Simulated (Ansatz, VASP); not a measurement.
# C in VASP and in Ansatz

INCAR

```
SYSTEM = C
PREC     = Accurate       ! precision mode
ENCUT    = 520            ! plane-wave cutoff, eV
EDIFF    = 1E-6           ! SCF threshold, eV
ISMEAR   = 0              ! smearing method
SIGMA    = 0.05           ! smearing width, eV
LREAL    = .False.        ! projectors in reciprocal space
LASPH    = .True.         ! aspherical terms in the spheres
NELM     = 80             ! most SCF steps
ALGO     = Normal         ! electronic algorithm
ISIF     = 2              ! what is computed and relaxed
LWAVE    = .False.        ! write WAVECAR
LCHARG   = .False.        ! write CHGCAR
GGA      = PE             ! functional
NBANDS   = 11             ! bands
```

The input KPOINTS:

```
Automatic mesh
0
Gamma
  12 12 12
  0 0 0
```

The input POSCAR:

```
C
1.0
    0.0000000000      1.7559092342      1.7141185945
    1.7559092342      0.0000000000      1.7141185945
    1.7559092342      1.7559092342      0.0000000000
C
2
Direct
    0.5000000000      0.5000000000      0.5000000000
    0.7500000000      0.7500000000      0.7500000000
```

Input for Ansatz:

```yaml
crystal:
  lattice:
    - [0.0, 1.7559092342, 1.7141185945]
    - [1.7559092342, 0.0, 1.7141185945]
    - [1.7559092342, 1.7559092342, 0.0]
  atoms:
    - { symbol: C, position: [0.5, 0.5, 0.5] }
    - { symbol: C, position: [0.75, 0.75, 0.75] }
basis:
  ecutwfc: 520.0
kpoints:
  mp_grid: { grid: [12, 12, 12] }
hamiltonian:
  xc: pbe
  pseudopotentials: { kind: paw, azcp: { folder: soft_1 } }
scf:
  occupations: { method: gaussian, width: 0.05 }
output:
  forces: true
  stress: true
  eigenvalues: true
```

Alike in both runs: task single point; functional PBE; k mesh 12 × 12 × 12; occupations gaussian, width 0.05 eV; no spin polarisation.

```csv
,VASP,Ansatz
version,VASP 6.6.1,Ansatz 0.2.0
potentials or method,"VASP PAW PBE potentials, release 64 (C), cutoff 520 eV","scalar-relativistic, plane waves, PAW"
valence electrons in the cell,8,8
```

```tsv
	VASP	Ansatz	Ansatz less VASP
gap on the k mesh at the Fermi level (eV)	3.68	3.69	+0.010
least direct gap on the mesh (eV)	5.34	5.34	+0.004
```

The functional is the same, so the differences come from potentials, cutoffs and numerics.
